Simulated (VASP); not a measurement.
# Zn6O7 (a cell with a defect) in VASP: further runs, part 2 of 2

VASP 6.6.1. The steps go on from the part before.

**5. Single point, PBE**

File INCAR:

```
SYSTEM = Zn6O7
PREC     = Accurate       ! precision mode
ENCUT    = 520            ! plane-wave cutoff, eV
EDIFF    = 1E-6           ! SCF threshold, eV
ISMEAR   = 0              ! smearing method
SIGMA    = 0.02           ! smearing width, eV
LREAL    = .FALSE.        ! projectors in reciprocal space
LASPH    = .TRUE.         ! aspherical terms in the spheres
NELM     = 60             ! most SCF steps
ALGO     = Normal         ! electronic algorithm
ISIF     = 2              ! what is computed and relaxed
LWAVE    = .FALSE.        ! write WAVECAR
LCHARG   = .FALSE.        ! write CHGCAR
GGA      = PE             ! functional
NBANDS   = 69             ! bands
```

File KPOINTS:

```
Automatic mesh
0
G
  3 3 3
  0 0 0
```

File POSCAR:

```
Zn6O7
1.0
    0.0000000000      0.0000000000     -5.2932331742
   -4.9190861691     -2.8400357239      0.0000000000
    0.0000000001      5.6800714478      0.0000000000
Zn O
6 7
Direct
    0.4988153579      0.2990289150      0.2990062390
    0.4988057229      0.7009667815      0.0000015318
    0.4988163025      0.0000241915      0.7009647222
    0.9920568067      0.6722850315      0.6722708581
    0.9920537840     -0.0000026428      0.3276987819
    0.9920490610      0.3277000940     -0.0000167298
    0.1245344723      0.3393014358      0.3392892531
    0.1245401399      0.6606832831     -0.0000131818
    0.1245452407     -0.0000010164      0.6606776249
    0.6036544952      0.6198563911      0.6198149665
    0.6036622410      0.0000607837      0.3801652228
    0.6036633745      0.3801549588      0.0000193067
    0.7559493165     -0.0000874146     -0.0000681788
```

Potentials or basis: VASP PAW PBE potentials, release 64 (Zn, O).

On the command line:

```sh
$ cat potpaw_PBE.64/Zn/POTCAR potpaw_PBE.64/O/POTCAR > POTCAR
$ mpirun -np 1 vasp_std > vasp.out
```

OUTCAR:

```text
SYSTEM = Zn6O7
   PREC = Accurate
   ENCUT = 520
   EDIFF = 1E-6
   ISMEAR = 0
   LREAL = .FALSE.
   LASPH = .TRUE.
   NELM = 60
   ISIF = 2
   GGA = PE

 ion  position               nearest neighbor table
   1  0.499  0.299  0.299-  10 1.90   7 1.99  12 2.05  11 2.05  13 2.18   3 2.94   2 2.94
   2  0.499  0.701  0.000-  12 1.90   8 1.99  11 2.05  10 2.05  13 2.18   1 2.94   3 2.94
   3  0.499  0.000  0.701-  11 1.90   9 1.99  12 2.05  10 2.05  13 2.18   1 2.94   2 2.94
   4  0.992  0.672  0.672-   7 2.02   9 2.02   8 2.02  10 2.08  13 2.24
   5  0.992  1.000  0.328-   9 2.02   7 2.02   8 2.02  11 2.08  13 2.24
   6  0.992  0.328  1.000-   8 2.02   7 2.02   9 2.02  12 2.08  13 2.24
   7  0.125  0.339  0.339-   1 1.99   4 2.02   6 2.02   5 2.02
   8  0.125  0.661  1.000-   2 1.99   6 2.02   5 2.02   4 2.02
   9  0.125  1.000  0.661-   3 1.99   5 2.02   6 2.02   4 2.02
  10  0.604  0.620  0.620-   1 1.90   3 2.05   2 2.05   4 2.08
  11  0.604  0.000  0.380-   3 1.90   1 2.05   2 2.05   5 2.08
  12  0.604  0.380  0.000-   2 1.90   1 2.05   3 2.05   6 2.08
  13  0.756  1.000  1.000-   2 2.18   3 2.18   1 2.18   4 2.24   5 2.24   6 2.24

  LATTYP: Found a hexagonal cell.
 ALAT       =     5.6800714478
 C/A-ratio  =     0.9318955268

  Lattice vectors:

 A1 = (  -4.9190861691,  -2.8400357239,   0.0000000000)
 A2 = (   0.0000000001,   5.6800714478,   0.0000000000)
 A3 = (   0.0000000000,   0.0000000000,  -5.2932331742)

Analysis of symmetry for initial positions (statically):
=====================================================================
 Subroutine PRICEL returns:
 Original cell was already a primitive cell.

 Routine SETGRP: Setting up the symmetry group for a
 hexagonal supercell.

 Subroutine GETGRP returns: Found  1 space group operations
 (whereof  1 operations were pure point group operations)
 out of a pool of 24 trial point group operations.

The static configuration has the point symmetry C_1 .

Analysis of symmetry for dynamics (positions and initial velocities):
=====================================================================
 Subroutine PRICEL returns:
 Original cell was already a primitive cell.

 Routine SETGRP: Setting up the symmetry group for a
 hexagonal supercell.

 Subroutine GETGRP returns: Found  1 space group operations
 (whereof  1 operations were pure point group operations)
 out of a pool of 24 trial point group operations.

The dynamic configuration has the point symmetry C_1 .

 Subroutine INISYM returns: Found  1 space group operations
 (whereof  1 operations are pure point group operations),
 and found     1 'primitive' translations

----------------------------------------------------------------------------------------

                                     Primitive cell

  volume of cell :     147.8970

  direct lattice vectors                    reciprocal lattice vectors
     0.000000000  0.000000000 -5.293233174     0.000000000  0.000000000 -0.188920451
    -4.919086169 -2.840035724  0.000000000    -0.203289791  0.000000000  0.000000000
     0.000000000  5.680071448  0.000000000    -0.101644896  0.176054123  0.000000000

  length of vectors
     5.293233174  5.680071448  5.680071448     0.188920451  0.203289791  0.203289791

  position of ions in fractional coordinates (direct lattice)
[... 76 lines left out ...]
   dimension x,y,z NGXF=    80 NGYF=   84 NGZF=   84
   ions per type =               6   7
   NGX,Y,Z   is equivalent  to a cutoff of  12.56, 12.29, 12.29 a.u.
   NGXF,Y,Z  is equivalent  to a cutoff of  25.13, 24.59, 24.59 a.u.
 SYSTEM =  Zn6O7
   PREC   = accura    normal or accurate (medium, high low for compatibility)
   ISTART =      0    job   : 0-new  1-cont  2-samecut
   ICHARG =      2    charge: 1-file 2-atom 10-const
   ISPIN  =      1    spin polarized calculation?
   LNONCOLLINEAR =      F non collinear calculations
   LSORBIT =      F    spin-orbit coupling
   LASPH  =      T    aspherical Exc in radial PAW
   ENCUT  =  520.0 eV  38.22 Ry    6.18 a.u.   9.84 10.56 10.56*2*pi/ulx,y,z
   NELM   =     60;   NELMIN=  2; NELMDL= -5     # of ELM steps
   EDIFF  = 0.1E-05   stopping-criterion for ELM
   LREAL  =      F    real-space projection
   EDIFFG = 0.1E-04   stopping-criterion for IOM
   NSW    =      0    number of steps for IOM
   IBRION =     -1    ionic relax: 0-MD 1-quasi-New 2-CG
   NFREE  =      0    steps in history (QN), initial steepest desc. (CG)
   ISIF   =      2    stress and relaxation
   ISYM   =      2    0-nonsym 1-usesym 2-fastsym
   POTIM  = 0.5000    time-step for ionic-motion
   TEBEG  =    0.0;   TEEND  =   0.0 temperature during run
   PSTRESS=    0.0 pullay stress
   NELECT =     114.0000    total number of electrons
   NUPDOWN=      -1.0000    fix difference up-down
   EMIN   =  10.00;   EMAX   =-10.00  energy-range for DOS
   EFERMI =   0.00;   METHOD = LEGACY
   ISMEAR =     0;   SIGMA  =   0.02  broadening in eV -4-tet -1-fermi 0-gaus
   EFERMI_NEDOS =   21; number of points for ismear=-14 and -15
   IALGO  =     38    algorithm
   IMIX   =      4    mixing-type and parameters
     AMIX     =   0.40;   BMIX     =  1.00
     AMIX_MAG =   1.60;   BMIX_MAG =  1.00
  volume/ion in A,a.u.               =      11.38        76.77
  Fermi-wavevector in a.u.,A,eV,Ry     =   1.501032  2.836540 30.655258  2.253098
  Thomas-Fermi vector in A             =   2.612456
   LORBIT       =      0    0 simple, 1 ext, 2 COOP (PROOUT), +10 PAW based schemes
   GGA     = PE    functional components
   LHFCALC =     F    Hartree Fock is set to
   AEXX    =    0.0000 exact exchange contribution
   IVDW    =     0    specifies the selected vdW correction
   LEPSILON=     F    determine dielectric tensor
   LRPA    =     F    only Hartree local field effects (RPA)
 non-spin polarized calculation
 Gauss-broadening in eV      SIGMA  =   0.02
  energy-cutoff  :      520.00
  volume of cell :      147.90
 maximum number of plane-waves:      4015
 NGX is ok and might be reduce to    40
   NGX = 19   NGY = 21   NGZ = 21

 number of electron     114.0000018 magnetization

 Free energy of the ion-electron system (eV)
  ---------------------------------------------------
  ext. energy  EPLUGINS =         0.00000000
  ---------------------------------------------------
  free energy    TOTEN  =       -55.17948209 eV

  energy without entropy =      -55.17526756  energy(sigma->0) =      -55.17737483

 E-fermi :   1.1879     XC(G=0): -11.0899

 val. band max:        1.1834970203   @ k =   0.0000   0.0000   0.3333
 cond. band min:       1.2033928075   @ k =   0.0000   0.0000   0.0000
 fundamental gap:      0.0198957873
 Fermi energy:         1.1879279813

 k-point     1 :       0.0000    0.0000    0.0000
  band No.  band energies     occupation
      1     -17.2607      2.00000
      2     -15.9397      2.00000
      3     -15.9285      2.00000
      4     -15.9283      2.00000
      5     -15.6662      2.00000
      6     -15.6660      2.00000
[... 997 lines left out ...]
     68      10.4832      0.00000
     69      10.4836      0.00000

------------------------ aborting loop because EDIFF is reached ----------------------------------------

  FORCE on cell =-STRESS in cart. coord.  units (eV):
  Direction    XX          YY          ZZ          XY          YZ          ZX
  --------------------------------------------------------------------------------------
  -------------------------------------------------------------------------------------
  Total        5.4476013      5.4472668      1.3920248      0.0006298      0.0000584     -0.0013578
  in kB       59.0142162     59.0105924     15.0798942      0.0068226      0.0006324     -0.0147096
  external PRESSURE =      44.3682343 kB  Pullay stress =       0.0000000 kB

 VOLUME and BASIS-vectors are now :
 -----------------------------------------------------------------------------
  energy-cutoff  :      520.00
  volume of cell :      147.90
      direct lattice vectors                 reciprocal lattice vectors
     0.000000000  0.000000000 -5.293233174     0.000000000  0.000000000 -0.188920451
    -4.919086169 -2.840035724  0.000000000    -0.203289791  0.000000000  0.000000000
     0.000000000  5.680071448  0.000000000    -0.101644896  0.176054123  0.000000000

 POSITION                                       TOTAL-FORCE (eV/Angst)
 -----------------------------------------------------------------------------------
     -1.47095      0.84912     -2.64035         0.048112     -0.027732      0.028174
     -3.44812     -1.99076     -2.64029        -0.048167     -0.027875      0.027692
     -0.00012      3.98146     -2.64035         0.000106      0.055534      0.028006
     -3.30703      1.90923     -5.25119        -0.005708      0.003456      0.044930
     -4.91907     -0.97868     -5.25117         0.000145     -0.006568      0.044914
     -1.61198      4.74930     -5.25115         0.005453      0.003143      0.044850
     -1.66905      0.96356     -0.65919        -0.025100      0.014558     -0.005247
     -3.24996      3.80363     -0.65922         0.024968      0.014326     -0.005692
     -4.91908      0.91266     -0.65925         0.000137     -0.028947     -0.005303
     -3.04913      1.76018     -3.19528        -0.042442      0.024835     -0.000021
     -0.00030      2.15919     -3.19533         0.000214     -0.049021     -0.000059
     -1.87001     -1.07954     -3.19533         0.041852      0.024281     -0.000121
     -4.91866      2.83990     -4.00142         0.000431      0.000009     -0.202121
 -----------------------------------------------------------------------------------
    total drift:                                0.000006      0.000079      0.001873

  FREE ENERGIE OF THE ION-ELECTRON SYSTEM (eV)
  ---------------------------------------------------
  free  energy   TOTEN  =       -55.1794820945 eV

  energy  without entropy=      -55.1752675609  energy(sigma->0) =      -55.17737483
```

It took 1.7 min on 1 thread of Intel Xeon 6975P-C (Granite Rapids), shared host; peak memory 0.3 GiB.

What came out:

* Free energy: -55.1795 eV
* Pressure: 4.4 GPa
* Largest force: 0.202 eV/Å
* Band gap on the k mesh: zero (bands 57 and 58 overlap by 0.18 eV)

Forces on the atoms (eV/Å):
```
Zn   0.048 -0.028  0.028
Zn  -0.048 -0.028  0.028
Zn   0.000  0.056  0.028
Zn  -0.006  0.003  0.045
Zn   0.000 -0.007  0.045
Zn   0.005  0.003  0.045
O   -0.025  0.015 -0.005
O    0.025  0.014 -0.006
O    0.000 -0.029 -0.005
O   -0.042  0.025  0.000
O    0.000 -0.049  0.000
O    0.042  0.024  0.000
O    0.000  0.000 -0.202
```

Caveat: the k points lie up to 0.43 Å⁻¹ apart.

**6. Single point, PBE**

File INCAR:

```
SYSTEM = Zn6O7
  ALGO = Normal
  EDIFF = 1E-6
  ENCUT = 520
  GGA = PE
  ISIF = 2
  ISMEAR = 0
  LASPH = .True.
  LCHARG = .False.
  LREAL = .False.
  LWAVE = .False.
  NBANDS = 69
  NELM = 80
  PREC = Accurate
  SIGMA = 0.02
```

File KPOINTS:

```
k-points
0
Gamma
  3 3 3
  0 0 0
```

File POSCAR:

```
Zn6O7
1.0
    0.0000000000      0.0000000000     -5.2932331742
   -4.9190861691     -2.8400357239      0.0000000000
    0.0000000001      5.6800714478      0.0000000000
Zn O
6 7
Direct
    0.4944981477      0.3016631441      0.3015573170
    0.4942521733      0.6981892331      0.0000111555
    0.4944452500      0.0001168916      0.6983832885
    0.9942809672      0.6657813845      0.6657600967
    0.9942664203      0.0000091480      0.3342016026
    0.9942091774      0.3341716212     -0.0000120875
    0.1183414710      0.3303536356      0.3303374164
    0.1182016698      0.6695887990     -0.0000137130
    0.1183116215      0.0000026428      0.6696221237
    0.6111155306      0.6141262617      0.6138203638
    0.6111030619      0.0003708006      0.3861666366
    0.6110560207      0.3859438389      0.0000648390
    0.6757314258     -0.0003832013     -0.0000961793
```

Potentials or basis: VASP PAW PBE potentials, release 64 (Zn, O).

On the command line:

```sh
$ cat potpaw_PBE.64/Zn/POTCAR potpaw_PBE.64/O/POTCAR > POTCAR
$ mpirun -np 1 vasp_std > vasp.out
```

Run time: 2 min. Hardware: 1 thread of Intel Xeon 6975P-C (Granite Rapids), shared host; peak memory 0.29 GiB.

Results (log left out):

- Free energy: -55.0992 eV
- Pressure: 7.1 GPa
- Largest force: 0.293 eV/Å
- Band gap on the k mesh: zero (bands 57 and 58 overlap by 0.08 eV)

Forces on the atoms (eV/Å):
```
Zn   0.034 -0.022  0.086
Zn  -0.031 -0.017  0.093
Zn  -0.002  0.040  0.087
Zn   0.014 -0.007  0.034
Zn   0.001  0.016  0.034
Zn  -0.014 -0.008  0.035
O   -0.004  0.002 -0.035
O    0.004  0.002 -0.035
O    0.000 -0.004 -0.035
O   -0.029  0.009  0.008
O   -0.008 -0.029  0.008
O    0.021  0.014  0.010
O    0.015  0.005 -0.293
```

Stress tensor (GPa, compression positive):
```
 9.89  0.01 -0.01
 0.01  9.89  0.00
-0.01  0.00  1.58
```

Levels at points of the mesh, in eV from the Fermi level:
| k point | band 53 | band 54 | band 55 | band 56 | band 57 | band 58 | band 59 | band 60 | band 61 | band 62 |
| --- | --- | --- | --- | --- | --- | --- | --- | --- | --- | --- |
| (0.00, 0.00, 0.00) | -0.44 | -0.35 | -0.35 | -0.22 | -0.01 | -0.01 | 1.34 | 6.31 | 7.37 | 7.37 |

Caveat: the k points lie up to 0.43 Å⁻¹ apart.

**7. The runs side by side**

```tsv
cell	gap on the mesh (eV)	pressure (GPa)	largest force (eV/Å)
as given, atomic positions A	none	7.6	0.10
as given, atomic positions B	none	5.0	0.55
as given, atomic positions C	none	4.4	0.20
as given, atomic positions D	none	7.1	0.29
```

Alike in all rows: task single point; level PBE; potentials or basis VASP PAW PBE potentials, release 64 (Zn, O); no spin polarisation; k mesh 3 × 3 × 3; cutoff (eV) 520; smearing gaussian 0.02 eV.

Caveats: all runs use coarse meshes.

Absolute energies hang on the potentials; compare differences alone.

The gap in the log of VASP goes by the Fermi energy; the results here count the filled bands.